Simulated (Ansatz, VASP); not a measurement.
PtSe2 in VASP and in Ansatz

Contents of INCAR:

```
  PREC = Accurate
  ENCUT = 520
  EDIFF = 1E-6
  ISMEAR = 0
  SIGMA = 0.15
  LREAL = False
  LASPH = True
  NELM = 80
  ALGO = Normal
  ISIF = 2
  LWAVE = False
  LCHARG = True
  GGA = PS
  LELF = True
  LVHAR = True
  NBANDS = 18
```

The input KPOINTS:

```
Automatic mesh
0
Gamma
  12 12 10
```

POSCAR

```
PtSe2
1.0
    3.8729606288      0.0000000000      0.0000000000
   -1.9364803144      3.3540822924      0.0000000000
    0.0000000000      0.0000000000      4.6570400000
Pt Se
1 2
Direct
    0.0000000000      0.0000000000      0.0000000000
    0.3333333333      0.6666666667      0.2500000000
    0.6666666667      0.3333333333      0.7500000000
```

Input for Ansatz:

```yaml
crystal:
  lattice:
    - [3.8729606288, 0.0, 0.0]
    - [-1.9364803144, 3.3540822924, 0.0]
    - [0.0, 0.0, 4.65704]
  atoms:
    - { symbol: Pt, position: [0.0, 0.0, 0.0] }
    - { symbol: Se, position: [0.3333333333, 0.6666666667, 0.25] }
    - { symbol: Se, position: [0.6666666667, 0.3333333333, 0.75] }
basis:
  ecutwfc: 420
kpoints:
  mp_grid: { grid: [12, 12, 10] }
hamiltonian:
  xc: pbesol
scf:
  occupations: { method: gaussian, width: 0.15 }
output:
  forces: true
  stress: true
  eigenvalues: true
  write_density: true
  write_potential: true
  elf: true
  volumetric_format: npy
```

Change from the starting cell: strain +0.040 along x and y, -0.080 along z, atoms carried along.

Alike in both runs: task single point; functional PBEsol; k mesh 12 × 12 × 10; occupations gaussian, width 0.15 eV; no spin polarisation.

|  | VASP | Ansatz |
| --- | --- | --- |
| version | VASP 6.6.1 | Ansatz 0.2.0 |
| potentials or method | VASP PAW PBE potentials, release 64 (Pt, Se), cutoff 520 eV | scalar-relativistic, plane waves, PAW |
| valence electrons in the cell | 22 | 50 |

|  | VASP | Ansatz | Ansatz less VASP |
| --- | --- | --- | --- |
| gap on the k mesh at the Fermi level (eV) | none | none | - |
| pressure (GPa) | -1.3 | -1.4 | -0.07 |
| traceless stress, the component that is largest in VASP (GPa) | 3.78 | 3.80 | +0.022 |
| rms of the force components (eV/Å) | 0.235 | 0.228 | -0.0069 |

VASP's potentials were made for PBE, not for PBEsol. Atom by atom the forces differ by 0.007 eV/Å (rms over components). A gap of «none» marks a metal or a gap that the smearing closes. VASP's potentials hold 22 valence electrons a cell and Ansatz's 50, so a difference there can come from the potentials and not from the codes.

Neither program's run includes spin-orbit coupling.
